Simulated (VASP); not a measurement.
Wanted: the native input for a VASP 6.6.1 run.

```yaml
Task: relaxation of cell and atoms
Functional: PBE
Potentials_or_basis: VASP PAW PBE potentials, release 64 (Zr_sv, Ta_pv)
Cutoff: 600 eV
k_mesh: 6 × 6 × 6
Occupations: gaussian, width 0.1 eV
Spin: no spin polarisation
Dipole_correction: no
Further_INCAR_settings: ALGO = Normal; EDIFF = 1e-07; IBRION = 2; EDIFFG = -0.04; NSW = 90; ISIF = 3
```

The structure of Zr2Ta lies in POSCAR:

```
Zr2Ta
1.0
    0.0000000000      2.8871468682      2.8871468682
    2.8871468682      0.0000000000      2.8871468682
    2.8871468682      2.8871468682      0.0000000000
Zr Ta
2 1
Direct
    0.2500000000      0.2500000000      0.2500000000
    0.7500000000      0.7500000000      0.7500000000
    0.0000000000      0.0000000000      0.0000000000
```

The input as run:

INCAR

```
  ALGO = Normal
  EDIFF = 1E-7
  EDIFFG = -0.04
  ENCUT = 600
  GGA = PE
  IBRION = 2
  ISIF = 3
  ISMEAR = 0
  LASPH = T
  LCHARG = F
  LREAL = F
  LWAVE = F
  NELM = 100
  NSW = 90
  PREC = Accurate
  SIGMA = 0.1
```

KPOINTS

```
k-points
0
Gamma
  6 6 6
```

Potentials or basis: VASP PAW PBE potentials, release 64 (Zr_sv, Ta_pv).

Command:

```sh
$ cat potpaw_PBE.64/Zr_sv/POTCAR potpaw_PBE.64/Ta_pv/POTCAR > POTCAR
$ mpirun -np 1 vasp_std > vasp.out
```

Results of the run:

The relaxed volume is 24.00 Å³/atom, the relaxed cell is a = 4.670 Å, b = 4.670 Å, c = 4.670 Å, α = 60.00°, β = 60.00°, γ = 60.00° and the space group after relaxing (to 0.05 Å) is Fm-3m (No. 225). The energy gained by relaxing is 1472.5 meV/atom. The ionic steps are 5. The pressure after relaxing is 0.1 GPa.

Caveat: the volume moved by over 15 % at a fixed basis, so the end points are rough.

Run time: 90 s on 1 thread of Intel(R) Xeon(R) 6975P-C (Granite Rapids), with other jobs on the host, peak memory 0.22 GiB.
